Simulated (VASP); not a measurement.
# InSe (C2/m) in VASP: further runs

Runs on InSe. Level: PBEsol. Tasks: single point.

Program: VASP 6.6.1. These are calculated values, not measurements. Logs are shortened: lines on timing, memory, paths and dates and some standing lists are left out, and cuts for length are marked.

## 1. The cell of the first run

Symmetry: C2/m, No. 12, monoclinic system. Conventional cell: a = 11.750 Å, b = 4.111 Å, c = 4.564 Å, α = 90.00°, β = 110.64°, γ = 90.00°. In (site symmetry m) has 5 Se at 2.67 to 3.56 Å and 3 In at 2.79 to 3.73 Å within 3.8 Å. Se (site symmetry m) has 5 In at 2.67 to 3.56 Å and 3 Se at 3.40 to 3.58 Å within 3.6 Å.

## 2. Single point, PBEsol

File INCAR:

```
SYSTEM = InSe
  ALGO = Normal
  EDIFF = 1E-7
  ENCUT = 520
  GGA = PS
  ISIF = 2
  ISMEAR = 0
  LASPH = .True.
  LCHARG = .True.
  LELF = .True.
  LREAL = .False.
  LVHAR = .True.
  LWAVE = .False.
  NBANDS = 48
  NELM = 100
  PREC = Accurate
  SIGMA = 0.05
```

File KPOINTS:

```
k-points
0
Gamma
  8 8 4
  0 0 0
```

File POSCAR:

```
InSe
1.0
    0.0000000000     -4.1105485043      0.0000000000
   -5.8749264423      2.0552742521      0.0052948673
    3.2102374046      0.0000000000     -8.5441807303
In Se
4 4
Direct
    0.1141973411      0.2283946822      0.4854730330
    0.1141973411      0.2283946822      0.9854730330
    0.8858026589      0.7716053178      0.0145269670
    0.8858026589      0.7716053178      0.5145269670
    0.3452787783      0.6905575567      0.1812566147
    0.3452787783      0.6905575567      0.6812566147
    0.6547212217      0.3094424433      0.3187433853
    0.6547212217      0.3094424433      0.8187433853
```

Potentials or basis: VASP PAW PBE potentials, release 64 (In_d, Se).

Launch:

```
cat potpaw_PBE.64/In_d/POTCAR potpaw_PBE.64/Se/POTCAR > POTCAR
mpirun -np 1 vasp_std > vasp.out
```

OUTCAR:

```text
SYSTEM = InSe
   EDIFF = 1E-7
   ENCUT = 520
   GGA = PS
   ISIF = 2
   ISMEAR = 0
   LASPH = .True.
   LREAL = .False.
   NELM = 100
   PREC = Accurate

 ion  position               nearest neighbor table
   1  0.114  0.228  0.485-   6 2.67   7 2.70   7 2.70   4 2.79   4 3.73   4 3.73
   2  0.114  0.228  0.985-   5 2.67   8 2.70   8 2.70   3 2.79   3 3.73   3 3.73
   3  0.886  0.772  0.015-   8 2.67   5 2.70   5 2.70   2 2.79   2 3.73   2 3.73
   4  0.886  0.772  0.515-   7 2.67   6 2.70   6 2.70   1 2.79   1 3.73   1 3.73
   5  0.345  0.691  0.181-   2 2.67   3 2.70   3 2.70
   6  0.345  0.691  0.681-   1 2.67   4 2.70   4 2.70
   7  0.655  0.309  0.319-   4 2.67   1 2.70   1 2.70
   8  0.655  0.309  0.819-   3 2.67   2 2.70   2 2.70

  LATTYP: Found a base centered monoclinic cell.
 ALAT       =    11.7498576567
 B/A-ratio  =     0.3498381533
 C/A-ratio  =     0.7768057637
 COS(beta)  =    -0.3525595217

  Lattice vectors:

 A1 = (  -5.8749264423,  -2.0552742522,   0.0052948673)
 A2 = (  -5.8749264423,   2.0552742521,   0.0052948673)
 A3 = (   3.2102374046,   0.0000000000,  -8.5441807303)

Analysis of symmetry for initial positions (statically):
=====================================================================
 Subroutine PRICEL returns following result:

  LATTYP: Found a base centered monoclinic cell.
 ALAT       =    11.7498576567
 B/A-ratio  =     0.3498381533
 C/A-ratio  =     0.3884028818
 COS(beta)  =    -0.3525595217

  Lattice vectors:

 A1 = (  -5.8749264423,  -2.0552742522,   0.0052948673)
 A2 = (  -5.8749264423,   2.0552742521,   0.0052948673)
 A3 = (   1.6051187023,   0.0000000000,  -4.2720903652)

   2 primitive cells build up your supercell.

 Routine SETGRP: Setting up the symmetry group for a
 base centered monoclinic supercell.

 Subroutine GETGRP returns: Found  4 space group operations
 (whereof  4 operations were pure point group operations)
 out of a pool of  4 trial point group operations.

The static configuration has the point symmetry C_2h.

Analysis of symmetry for dynamics (positions and initial velocities):
=====================================================================
 Subroutine PRICEL returns following result:

  LATTYP: Found a base centered monoclinic cell.
 ALAT       =    11.7498576567
 B/A-ratio  =     0.3498381533
 C/A-ratio  =     0.3884028818
 COS(beta)  =    -0.3525595217

  Lattice vectors:

 A1 = (  -5.8749264423,  -2.0552742522,   0.0052948673)
 A2 = (  -5.8749264423,   2.0552742521,   0.0052948673)
 A3 = (   1.6051187023,   0.0000000000,  -4.2720903652)

   2 primitive cells build up your supercell.

 Routine SETGRP: Setting up the symmetry group for a
 base centered monoclinic supercell.

 Subroutine GETGRP returns: Found  4 space group operations
 (whereof  4 operations were pure point group operations)
 out of a pool of  4 trial point group operations.

The dynamic configuration has the point symmetry C_2h.

 Subroutine INISYM returns: Found  4 space group operations
 (whereof  4 operations are pure point group operations),
 and found     2 'primitive' translations

----------------------------------------------------------------------------------------

                                     Primitive cell

  volume of cell :     103.1325

  direct lattice vectors                    reciprocal lattice vectors
    -5.874926442 -2.055274252  0.005294867    -0.085136278 -0.243276536 -0.031987580
    -5.874926442  2.055274252  0.005294867    -0.085136278  0.243276536 -0.031987580
     1.605118702  0.000000000 -4.272090365    -0.000211037  0.000000000 -0.234156737

  length of vectors
     6.224061455  6.224061455  4.563678575     0.259720742  0.259720742  0.234156832

  position of ions in fractional coordinates (direct lattice)
     0.114197341  0.114197341  0.970946066
     0.885802659  0.885802659  0.029053934
     0.345278778  0.345278778  0.362513229
     0.654721222  0.654721222  0.637486771

  ion indices of the primitive-cell ions
   primitive index   ion index
                 1           1
                 2           4
                 3           6
                 4           7

----------------------------------------------------------------------------------------

 KPOINTS: k-points

Automatic generation of k-mesh.
 Grid dimensions read from file:
 generate k-points for:    8    8    4

 Generating k-lattice:

  Cartesian coordinates                     Fractional coordinates (reciprocal lattice)
    -0.010642035 -0.030409567 -0.003998447     0.125000000  0.000000000 -0.000000000
    -0.021284069  0.000000000 -0.007996895     0.000000000  0.125000000  0.000000000
    -0.000026380  0.000000000 -0.029269592     0.000000000  0.000000000  0.250000000

  Length of vectors
     0.032465093  0.022736797  0.029269604

  Shift w.r.t. Gamma in fractional coordinates (k-lattice)
     0.000000000  0.000000000  0.000000000

 Subroutine IBZKPT returns following result:
 ===========================================

 Found     78 irreducible k-points:

 Following reciprocal coordinates:
            Coordinates               Weight
  0.000000  0.000000  0.000000      1.000000
  0.125000  0.000000 -0.000000      4.000000
  0.250000  0.000000 -0.000000      4.000000
  0.375000  0.000000 -0.000000      4.000000
  0.500000  0.000000 -0.000000      2.000000
  0.000000  0.125000  0.000000      2.000000
[... 16 lines left out ...]
  0.125000  0.000000  0.250000      4.000000
  0.250000  0.000000  0.250000      4.000000
 [... further k-points ...]
   k-points           NKPTS =     78   k-points in BZ     NKDIM =     78   number of bands    NBANDS=     48
   number of dos      NEDOS =    301   number of ions     NIONS =      8
   total plane-waves  NPLWV = 107520
   dimension x,y,z NGX =    32 NGY =   48 NGZ =   70
   dimension x,y,z NGXF=    64 NGYF=   96 NGZF=  140
   ions per type =               4   4
   NGX,Y,Z   is equivalent  to a cutoff of  12.94, 12.82, 12.75 a.u.
   NGXF,Y,Z  is equivalent  to a cutoff of  25.88, 25.64, 25.50 a.u.
 SYSTEM =  InSe
   PREC   = accura    normal or accurate (medium, high low for compatibility)
   ISTART =      0    job   : 0-new  1-cont  2-samecut
   ICHARG =      2    charge: 1-file 2-atom 10-const
   ISPIN  =      1    spin polarized calculation?
   LNONCOLLINEAR =      F non collinear calculations
   LSORBIT =      F    spin-orbit coupling
   LASPH  =      T    aspherical Exc in radial PAW
   ENCUT  =  520.0 eV  38.22 Ry    6.18 a.u.   7.64 11.57 16.97*2*pi/ulx,y,z
   NELM   =    100;   NELMIN=  2; NELMDL= -5     # of ELM steps
   EDIFF  = 0.1E-06   stopping-criterion for ELM
   LREAL  =      F    real-space projection
   EDIFFG = 0.1E-05   stopping-criterion for IOM
   NSW    =      0    number of steps for IOM
   IBRION =     -1    ionic relax: 0-MD 1-quasi-New 2-CG
   NFREE  =      0    steps in history (QN), initial steepest desc. (CG)
   ISIF   =      2    stress and relaxation
   ISYM   =      2    0-nonsym 1-usesym 2-fastsym
   POTIM  = 0.5000    time-step for ionic-motion
   TEBEG  =    0.0;   TEEND  =   0.0 temperature during run
   PSTRESS=    0.0 pullay stress
   NELECT =      76.0000    total number of electrons
   NUPDOWN=      -1.0000    fix difference up-down
   EMIN   =  10.00;   EMAX   =-10.00  energy-range for DOS
   EFERMI =   0.00;   METHOD = LEGACY
   ISMEAR =     0;   SIGMA  =   0.05  broadening in eV -4-tet -1-fermi 0-gaus
   EFERMI_NEDOS =   21; number of points for ismear=-14 and -15
   IALGO  =     38    algorithm
   IMIX   =      4    mixing-type and parameters
     AMIX     =   0.40;   BMIX     =  1.00
     AMIX_MAG =   1.60;   BMIX_MAG =  1.00
  volume/ion in A,a.u.               =      25.78       173.99
  Fermi-wavevector in a.u.,A,eV,Ry     =   1.173647  2.217871 18.741310  1.377447
  Thomas-Fermi vector in A             =   2.310057
   LORBIT       =      0    0 simple, 1 ext, 2 COOP (PROOUT), +10 PAW based schemes
   GGA     = PS    functional components
   LHFCALC =     F    Hartree Fock is set to
   AEXX    =    0.0000 exact exchange contribution
   IVDW    =     0    specifies the selected vdW correction
   LEPSILON=     F    determine dielectric tensor
   LRPA    =     F    only Hartree local field effects (RPA)
 non-spin polarized calculation
 Gauss-broadening in eV      SIGMA  =   0.05
  energy-cutoff  :      520.00
  volume of cell :      206.27
 maximum number of plane-waves:      5582
   NGX = 15   NGY = 23   NGZ = 33

 number of electron      75.9999979 magnetization

 Free energy of the ion-electron system (eV)
  ---------------------------------------------------
  ext. energy  EPLUGINS =         0.00000000
  ---------------------------------------------------
  free energy    TOTEN  =       -31.10516402 eV

  energy without entropy =      -31.10516402  energy(sigma->0) =      -31.10516402

 E-fermi :   5.2218     XC(G=0):  -9.8219

 val. band max:        4.9542729420   @ k =   0.0000   0.2500   0.2500
 cond. band min:       5.6471600428   @ k =   0.0000   0.3750   0.0000
 fundamental gap:      0.6928871009
 Fermi energy:         5.2218040946

 k-point     1 :       0.0000    0.0000    0.0000
  band No.  band energies     occupation
      1      -9.6883      2.00000
      2      -9.6831      2.00000
      3      -9.5749      2.00000
      4      -9.5743      2.00000
      5      -9.3559      2.00000
      6      -9.3467      2.00000
[... 40 lines left out ...]
     47      10.1104      0.00000
     48      10.3453      0.00000

 k-point     2 :       0.1250    0.0000   -0.0000
  band No.  band energies     occupation
      1      -9.6944      2.00000
      2      -9.6779      2.00000
      3      -9.5732      2.00000
      4      -9.5710      2.00000
      5      -9.4069      2.00000
      6      -9.4057      2.00000
[... 1114 lines left out ...]
 k-point    24 :       0.2500    0.0000    0.2500
  band No.  band energies     occupation
      1      -9.6972      2.00000
      2      -9.6760      2.00000
      3      -9.5802      2.00000
      4      -9.5747      2.00000
      5      -9.4998      2.00000
      6      -9.4696      2.00000
[... 40 lines left out ...]
     47      10.2133      0.00000
     48      10.4766      0.00000

 [... further k-points ...]

------------------------ aborting loop because EDIFF is reached ----------------------------------------

  FORCE on cell =-STRESS in cart. coord.  units (eV):
  Direction    XX          YY          ZZ          XY          YZ          ZX
  --------------------------------------------------------------------------------------
  -------------------------------------------------------------------------------------
  Total        0.0705307      0.1051581      0.0844023      0.0000000      0.0000000      0.0103453
  in kB        0.5478523      0.8168227      0.6556004      0.0000000      0.0000000      0.0803576
  external PRESSURE =       0.6734251 kB  Pullay stress =       0.0000000 kB

 VOLUME and BASIS-vectors are now :
 -----------------------------------------------------------------------------
  energy-cutoff  :      520.00
  volume of cell :      206.27
      direct lattice vectors                 reciprocal lattice vectors
     0.000000000 -4.110548504  0.000000000    -0.085136278 -0.243276536 -0.031987580
    -5.874926442  2.055274252  0.005294867    -0.170272556  0.000000000 -0.063975160
     3.210237405  0.000000000 -8.544180730    -0.000105519  0.000000000 -0.117078368

 POSITION                                       TOTAL-FORCE (eV/Angst)
 -----------------------------------------------------------------------------------
      0.21668     -0.00000     -4.14676         0.017752      0.000000     -0.003996
      1.82180     -0.00000     -8.41885         0.017752      0.000000     -0.003996
     -4.48649     -2.05527     -0.12004        -0.017752     -0.000000      0.003996
     -2.88137     -2.05527     -4.39213        -0.017752     -0.000000      0.003996
     -3.47510      0.00000     -1.54503         0.000804     -0.000000     -0.016191
     -1.86998      0.00000     -5.81712         0.000804     -0.000000     -0.016191
     -0.79471     -2.05527     -2.72176        -0.000804      0.000000      0.016191
      0.81041     -2.05527     -6.99385        -0.000804      0.000000      0.016191
 -----------------------------------------------------------------------------------
    total drift:                                0.000000      0.000000     -0.000000

  FREE ENERGIE OF THE ION-ELECTRON SYSTEM (eV)
  ---------------------------------------------------
  free  energy   TOTEN  =       -31.1051640158 eV

  energy  without entropy=      -31.1051640158  energy(sigma->0) =      -31.10516402
```

Run time: 16 min. Hardware: 1 thread of Intel Xeon Platinum 8488C (Sapphire Rapids), shared host; peak memory 0.71 GiB.

Results:

```yaml
Free_energy: -31.1052 eV
Pressure: 0.1 GPa
Largest_force: 0.018 eV/Å
Band_gap_on_the_k_mesh: 0.69 eV
```

Forces on the atoms (eV/Å):
```
In   0.018  0.000 -0.004
In   0.018  0.000 -0.004
In  -0.018  0.000  0.004
In  -0.018  0.000  0.004
Se   0.001  0.000 -0.016
Se   0.001  0.000 -0.016
Se  -0.001  0.000  0.016
Se  -0.001  0.000  0.016
```

Levels at points of the mesh, in eV from the valence-band top:
| k point | band 34 | band 35 | band 36 | band 37 | band 38 | band 39 | band 40 | band 41 | band 42 | band 43 |
| --- | --- | --- | --- | --- | --- | --- | --- | --- | --- | --- |
| (0.00, 0.00, 0.00) | -1.89 | -1.78 | -1.55 | -1.29 | -0.27 | 0.79 | 2.30 | 2.59 | 3.32 | 3.33 |
| (0.50, 0.00, 0.00) | -2.15 | -1.92 | -1.72 | -1.54 | -1.19 | 1.53 | 2.06 | 2.40 | 3.01 | 3.17 |
| (0.00, 0.50, 0.00) | -1.27 | -1.25 | -0.93 | -0.44 | -0.44 | 1.00 | 1.95 | 2.59 | 2.65 | 2.92 |
| (0.00, 0.00, 0.50) | -1.67 | -1.37 | -1.37 | -0.68 | -0.68 | 1.74 | 1.74 | 1.92 | 1.92 | 3.86 |
| (0.50, 0.00, 0.50) | -2.45 | -1.62 | -1.62 | -1.33 | -1.33 | 1.72 | 1.72 | 2.55 | 2.55 | 3.33 |
| (0.00, 0.50, 0.50) | -1.07 | -1.04 | -1.04 | -0.50 | -0.50 | 1.51 | 1.51 | 2.85 | 2.85 | 3.73 |

Caveat: semilocal functionals underestimate gaps, and a narrow one can read as zero; the PAW data sets were made with another functional, which shifts forces and pressure a little; spin-orbit coupling is left out, which moves the levels of the heavy elements.

## 3. Single point, PBEsol

This run uses another cell than the first one: it holds 12 atoms, not 8.

File INCAR:

```
PREC     = Accurate       # precision mode
ENCUT    = 520            # plane-wave cutoff, eV
EDIFF    = 1E-6           # SCF threshold, eV
ISMEAR   = 0              # smearing method
SIGMA    = 0.05           # smearing width, eV
LREAL    = F              # projectors in reciprocal space
LASPH    = T              # aspherical terms in the spheres
NELM     = 80             # most SCF steps
ALGO     = Normal         # electronic algorithm
ISIF     = 2              # what is computed and relaxed
LWAVE    = F              # write WAVECAR
LCHARG   = F              # write CHGCAR
GGA      = PS             # functional
ISYM     = 0            
NBANDS   = 69             # bands
KPAR     = 4
```

File KPOINTS:

```
regular mesh
0
Gamma
  5 7 3
```

File POSCAR:

```
InSe
1.0
   -4.2698077340      2.0552742549     -4.2667954482
    0.0000000000      4.1105485099      0.0000000000
    9.0851639015     -2.0552742549     -8.5494755661
In Se
6 6
Direct
    0.4759118131      0.8858026583      0.2475171298
    0.1425784798      0.8858026583      0.9141837964
    0.8092451464      0.8858026583      0.5808504631
    0.1907548536      0.1141973417      0.4191495369
    0.8574215202      0.1141973417      0.0858162036
    0.5240881869      0.1141973417      0.7524828702
    0.5812094505      0.6547212196      0.8906518897
    0.2478761172      0.6547212196      0.5573185563
    0.9145427838      0.6547212196      0.2239852230
    0.0854572162      0.3452787804      0.7760147770
    0.7521238828      0.3452787804      0.4426814437
    0.4187905495      0.3452787804      0.1093481103
```

Potentials or basis: VASP PAW PBE potentials, release 64 (In_d, Se).

Launch:

```
cat potpaw_PBE.64/In_d/POTCAR potpaw_PBE.64/Se/POTCAR > POTCAR
mpirun -np 4 vasp_std > vasp.out
```

Run time: 5.9 min. Hardware: 4 MPI ranks of Intel Xeon Platinum 8259CL at 2.50GHz (Skylake/Cascade Lake), shared host; peak memory 0.92 GiB.

The run converged. Its results:

```
Free energy            : -46.6575 eV
Pressure               : 0.1 GPa
Largest force          : 0.017 eV/Å
Band gap on the k mesh : 0.73 eV
```

Forces in eV/Å, atoms in the order of the input:
```
In   0.017  0.000 -0.004
In   0.017  0.000 -0.004
In   0.017  0.000 -0.004
In  -0.017  0.000  0.004
In  -0.017  0.000  0.004
In  -0.017  0.000  0.004
Se   0.001 -0.001 -0.015
Se   0.001 -0.001 -0.015
Se   0.001 -0.001 -0.015
Se  -0.001  0.001  0.015
Se  -0.001  0.001  0.015
Se  -0.001  0.001  0.015
```

Levels at points of the mesh, in eV from the valence-band top:
```
           k point  band 54  band 55  band 56  band 57  band 58  band 59  band 60  band 61
(0.00, 0.00, 0.00)    -1.31    -1.31     0.00     0.00     1.21     1.21     2.61     2.71
```

Caveat: semilocal functionals underestimate gaps, and a narrow one can read as zero; the PAW data sets were made with another functional, which shifts forces and pressure a little; spin-orbit coupling is left out, which moves the levels of the heavy elements.
